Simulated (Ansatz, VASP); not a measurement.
## One calculation of LiCl, two programs

```xyz
2
Lattice="0.0000 2.7296 2.7296 2.7296 0.0000 2.7296 2.7296 2.7296 0.0000" Properties=species:S:1:pos:R:3 pbc="T T T"
Li    0.0000    0.0000    0.0000
Cl    1.3648    1.3648    1.3648
```

Alike in both runs: task single point; functional PBE; k mesh 6 × 6 × 6; no spin polarisation.

|  | VASP | Ansatz |
| --- | --- | --- |
| version | VASP 6.6.1 | Ansatz 0.2.0 |
| potentials or method | VASP PAW PBE potentials, release 64 (Li_sv, Cl) | plane waves, PAW |
| plane-wave cutoff (eV) | 520 | 420 |
| occupations | gaussian, width 0.01 eV | fixed |
| valence electrons in the cell | 10 | 10 |

```csv
,VASP,Ansatz,Ansatz less VASP
gap on the k mesh at the Fermi level (eV),6.07,6.06,-0.006
```

Noted on VASP's run: the cutoff is short for stress, so the pressure is rough.
